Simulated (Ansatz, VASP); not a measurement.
# Two plane-wave programs on Al3Cu

Contents of POSCAR:

```
Al3Cu
1.0
    2.9194043591      0.0000000000      0.0000000000
    0.0000000000      2.6281573685      0.0000000000
    0.0000000000      0.0000000000      7.5918631133
Al Cu
3 1
Direct
    0.0000000000      0.0000000000      0.5000000000
    0.5000000000      0.5000000000      0.2226430006
    0.5000000000      0.5000000000      0.7773569994
    0.0000000000      0.0000000000      0.0000000000
```

File INCAR.step1:

```
ALGO = Normal
EDIFF = 1E-4
ENCUT = 520
GGA = PE
ISMEAR = 0
LASPH = T
LCHARG = F
LREAL = F
LWAVE = T
NBANDS = 18
NELM = 100
PREC = Accurate
SIGMA = 0.15
```

Contents of INCAR.step2:

```
ALGO = Normal
EDIFF = 1E-7
ENCUT = 520
ISIF = 2
ISMEAR = 0
ISTART = 1
LASPH = T
LCHARG = F
LMIXTAU = T
LREAL = F
LWAVE = F
METAGGA = R2SCAN
NBANDS = 18
NELM = 100
PREC = Accurate
SIGMA = 0.15
```

KPOINTS

```
k-points
0
Gamma
  18 18 6
```

Input for Ansatz:

```yaml
crystal:
  lattice:
    - [2.9194043591, 0.0, 0.0]
    - [0.0, 2.6281573685, 0.0]
    - [0.0, 0.0, 7.5918631133]
  atoms:
    - { symbol: Al, position: [0.0, 0.0, 0.5] }
    - { symbol: Al, position: [0.5, 0.5, 0.2226430006] }
    - { symbol: Al, position: [0.5, 0.5, 0.7773569994] }
    - { symbol: Cu, position: [0.0, 0.0, 0.0] }
basis:
  ecutwfc: 500
kpoints:
  mp_grid: { grid: [18, 18, 6] }
hamiltonian:
  xc: r2scan
scf:
  occupations: { method: gaussian, width: 0.15 }
output:
  forces: true
  stress: true
  eigenvalues: true
```

Change from the starting cell: strain +0.0525 x Voigt [1, -1, 0, 0, 0, 0], atoms carried along.

Alike in both runs: task single point; functional r2SCAN; k mesh 18 × 18 × 6; occupations gaussian, width 0.15 eV; no spin polarisation.

```csv
,VASP,Ansatz
version,VASP 6.6.1,Ansatz 0.2.0
potentials or method,"VASP PAW PBE potentials, release 64 (Al, Cu), cutoff 520 eV","scalar-relativistic, plane waves, PAW"
valence electrons in the cell,20,28
```

```tsv
	VASP	Ansatz	Ansatz less VASP
gap on the k mesh at the Fermi level (eV)	none	none	-
pressure (GPa)	1.2	1.4	+0.18
traceless stress, the component that is largest in VASP (GPa)	6.68	6.66	-0.020
rms of the force components (eV/Å)	0.016	0.009	-0.0073
```

VASP's potentials were made for PBE, not for r2SCAN. Atom by atom the forces differ by 0.007 eV/Å (rms over components). A gap of «none» marks a metal or a gap that the smearing closes. VASP's potentials hold 20 valence electrons a cell and Ansatz's 28, so a difference there can come from the potentials and not from the codes.
